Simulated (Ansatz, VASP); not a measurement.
## KBr: VASP beside Ansatz

POSCAR

```
KBr
1.0
    0.0000000000      3.3542343750      3.3542343750
    3.2925000000      0.0617343750      3.2925000000
    3.2925000000      3.2925000000      0.0617343750
K Br
1 1
Direct
    0.0000000000      0.0000000000      0.0000000000
    0.5000000000      0.5000000000      0.5000000000
```

The input INCAR.step1:

```
SYSTEM = KBr
PREC = Accurate
ENCUT = 520
ISMEAR = 0
SIGMA = 0.05
LREAL = .FALSE.
LASPH = .TRUE.
NELM = 80
NBANDS = 15
GGA = PE
ALGO = Normal
EDIFF = 1E-4
LWAVE = .TRUE.
LCHARG = .FALSE.
```

Contents of INCAR.step2:

```
SYSTEM = KBr
PREC = Accurate
ENCUT = 520
EDIFF = 1E-6
ISMEAR = 0
SIGMA = 0.05
LREAL = .FALSE.
LASPH = .TRUE.
NELM = 80
ALGO = Normal
ISIF = 2
LWAVE = .FALSE.
LCHARG = .FALSE.
METAGGA = R2SCAN
LMIXTAU = .TRUE.
NBANDS = 15
ISTART = 1
```

KPOINTS

```
regular mesh
0
G
  6 6 6
  0 0 0
```

Input for Ansatz:

```yaml
crystal:
  lattice:
    - [0.0, 3.354234375, 3.354234375]
    - [3.2925, 0.061734375, 3.2925]
    - [3.2925, 3.2925, 0.061734375]
  atoms:
    - { symbol: K, position: [0.0, 0.0, 0.0] }
    - { symbol: Br, position: [0.5, 0.5, 0.5] }
basis:
  ecutwfc: 500
kpoints:
  mp_grid: { grid: [6, 6, 6] }
hamiltonian:
  xc: r2scan
scf:
  occupations: { method: gaussian, width: 0.05 }
output:
  forces: true
  stress: true
  eigenvalues: true
```

Change from the starting cell: strain +0.0375 x Voigt [0, 0, 0, 1, 0, 0], atoms carried along.

Alike in both runs: task single point; functional r2SCAN; k mesh 6 × 6 × 6; occupations gaussian, width 0.05 eV; no spin polarisation.

```csv
,VASP,Ansatz
version,VASP 6.6.1,Ansatz 0.2.0
potentials or method,"VASP PAW PBE potentials, release 64 (K_sv, Br), cutoff 520 eV","scalar-relativistic, plane waves, PAW"
valence electrons in the cell,16,16
```

```csv
,VASP,Ansatz,Ansatz less VASP
gap on the k mesh at the Fermi level (eV),5.05,5.05,-0.002
least direct gap on the mesh (eV),5.05,5.05,-0.002
pressure (GPa),0.2,0.2,0.00
"traceless stress, the component that is largest in VASP (GPa)",-0.20,-0.20,-0.001
```

VASP's potentials were made for PBE, not for r2SCAN. The functional is the same, so the differences come from potentials, cutoffs and numerics.
